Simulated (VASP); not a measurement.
ZnCd2Te2, 5 atoms in the cell. The cell holds a slab with vacuum, 5 atoms: a = 4.533 Å, b = 4.533 Å, c = 19.867 Å, α = 90.00°, β = 90.00°, γ = 120.00°. 

| Item | Value |
| --- | --- |
| Program | VASP 6.6.1 |
| Task | single point |
| Functional | LDA |
| Potentials or basis | VASP PAW LDA potentials, release 64 (Te, Cd, Zn) |
| Cutoff | 520 eV |
| k mesh | 6 × 6 × 1 |
| Occupations | gaussian, width 0.05 eV |
| Spin | no spin polarisation |
| Dipole correction | yes |
| Further INCAR settings | ALGO = Normal; EDIFF = 1e-06; NBANDS = 32 |

Potentials or basis: VASP PAW LDA potentials, release 64 (Te, Cd, Zn).

Launch:

```sh
$ cat potpaw_LDA.64/Te/POTCAR potpaw_LDA.64/Cd/POTCAR potpaw_LDA.64/Zn/POTCAR > POTCAR
$ mpirun -np 1 vasp_std > vasp.out
```

Hardware: 1 thread of Intel Xeon 6975P-C (shared host).

Task: How long does it take, and how much memory?

Result: Run time: 7.4 min on 1 thread of Intel Xeon 6975P-C, with other jobs on the host, peak memory 0.51 GiB. Counts: scf iterations 22, k points 20.
